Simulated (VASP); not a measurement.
## Sn: single point with r2SCAN

Crystal: Sn.

```
Sn
1.0
    -1.94389    1.94389    1.94389
     1.94389   -1.94389    1.94389
     1.94389    1.94389   -1.94389
Sn
1
Direct
  0.00000 0.00000 0.00000
```

```yaml
Program: VASP 6.6.1
Task: single point
Functional: r2SCAN
Potentials_or_basis: VASP PAW PBE potentials, release 64 (Sn_d)
Cutoff: 520 eV
k_mesh: 12 × 12 × 12
Occupations: fermi-dirac, width 0.1 eV
Spin: no spin polarisation
```

* Pressure: -3.7 GPa
* Band gap on the k mesh: zero (band 7 reaches 14.81 eV, above the bottom of band 8 at 4.77 eV)

Levels at points of the mesh, in eV from the Fermi level:
| k point | band 5 | band 6 | band 7 | band 8 | band 9 | band 10 |
| --- | --- | --- | --- | --- | --- | --- |
| (0.00, 0.00, 0.00) | -22.15 | -11.12 | 7.65 | 7.65 | 7.65 | 12.61 |
| (0.50, 0.00, 0.00) | -22.08 | -6.62 | -4.32 | 3.42 | 5.50 | 8.10 |
| (0.50, 0.50, 0.50) | -22.10 | -2.84 | -0.55 | -0.55 | -0.55 | 4.20 |

Wall time 2.5 min on 1 thread of Intel(R) Xeon(R) Platinum 8259CL CPU @ 2.50GHz (Skylake/Cascade Lake), on a shared host, peak memory 0.18 GiB.

Caveat: the PAW data sets were made with another functional, which shifts forces and pressure a little; spin-orbit coupling is left out, which moves the levels of the heavy elements.
